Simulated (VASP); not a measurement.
A run of VASP 6.6.1 is set up as follows.

The input INCAR:

```
SYSTEM = AlN
PREC = Accurate ; ENCUT = 520
EDIFF = 1E-6 ; ISMEAR = 0
SIGMA = 0.05 ; LREAL = .FALSE.
LASPH = .TRUE. ; NELM = 100
ALGO = Normal ; ISIF = 2
LWAVE = .FALSE. ; LCHARG = .TRUE.
GGA = PS ; LELF = .TRUE.
LVHAR = .TRUE. ; NBANDS = 16
```

KPOINTS

```
Automatic mesh
0
G
  9 9 6
  0 0 0
```

POSCAR

```
AlN
1.0
    3.1352619583      0.0000000000      0.0000000000
   -1.5676309792      2.7152165034      0.0000000000
    0.0000000000      0.0000000000      4.2598804228
Al N
2 2
Direct
    0.3333333333      0.6666666667      0.7500000000
    0.6666666667      0.3333333333      0.2500000000
    0.3333333333      0.6666666667      0.2500000000
    0.6666666667      0.3333333333      0.7500000000
```

Potentials or basis: VASP PAW PBE potentials, release 64 (Al, N).

Command:

```bash
$ cat potpaw_PBE.64/Al/POTCAR potpaw_PBE.64/N/POTCAR > POTCAR
$ mpirun -np 1 vasp_std > vasp.out
```

(1) What does it give for the pressure?

(2) Predict the band gap on the k mesh.

Results:

(1) 23.8 GPa.

(2) 3.77 eV, direct.

Caveat: the PAW data sets were made with another functional, which shifts forces and pressure a little.
